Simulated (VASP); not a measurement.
Set up this calculation in VASP 6.6.1, as the native input.

| Property | Result |
| --- | --- |
| Task | single point |
| Functional | PBE |
| Potentials or basis | VASP PAW PBE potentials, release 64 (Gd, O) |
| Cutoff | 520 eV |
| k mesh | 9 × 9 × 9 |
| Occupations | fermi-dirac, width 0.05 eV |
| Spin | collinear spin, ferromagnetic start |
| Starting moments | [7.0, 0.0] μB |
| Dipole correction | no |
| Further INCAR settings | ALGO = Normal; EDIFF = 1e-07; NBANDS = 23 |

The structure of GdO lies in POSCAR:

```
GdO
1.0
    0.0000000000      2.7355303903      2.7355303903
    2.7355303903      0.0000000000      2.7355303903
    2.7355303903      2.7355303903      0.0000000000
Gd O
1 1
Direct
    0.0000000000      0.0000000000      0.0000000000
    0.7500000000      0.7500000000      0.7500000000
```

This cell differs from its parent crystal: volume scaled by 1.04.

The input as run:

INCAR

```
SYSTEM = GdO
ALGO = Normal
EDIFF = 1E-7
ENCUT = 520
GGA = PE
ISIF = 2
ISMEAR = -1
ISPIN = 2
LASPH = .TRUE.
LCHARG = .FALSE.
LMAXMIX = 6
LORBIT = 11
LREAL = .FALSE.
LWAVE = .FALSE.
MAGMOM = 7 0
NBANDS = 23
NELM = 150
PREC = Accurate
SIGMA = 0.05
```

KPOINTS

```
k-points
0
G
  9 9 9
  0 0 0
```

Potentials or basis: VASP PAW PBE potentials, release 64 (Gd, O).

Run with:

```bash
$ cat potpaw_PBE.64/Gd/POTCAR potpaw_PBE.64/O/POTCAR > POTCAR
$ mpirun -np 1 vasp_std > vasp.out
```

Results of the run:

The pressure is -3.9 GPa and the net moment is 7.56 μB per cell. The site moments are Gd +6.86; O -0.02 μB and the valence electrons inside the program's atomic spheres are Gd 15.19; O 4.98.

Caveat: a cell with one magnetic atom can't hold antiferromagnetic order, which such compounds often take.

Run time: 83 s on 1 thread of AMD EPYC 9R45 96-Core Processor (Zen 5) (shared host), peak memory 0.2 GiB.
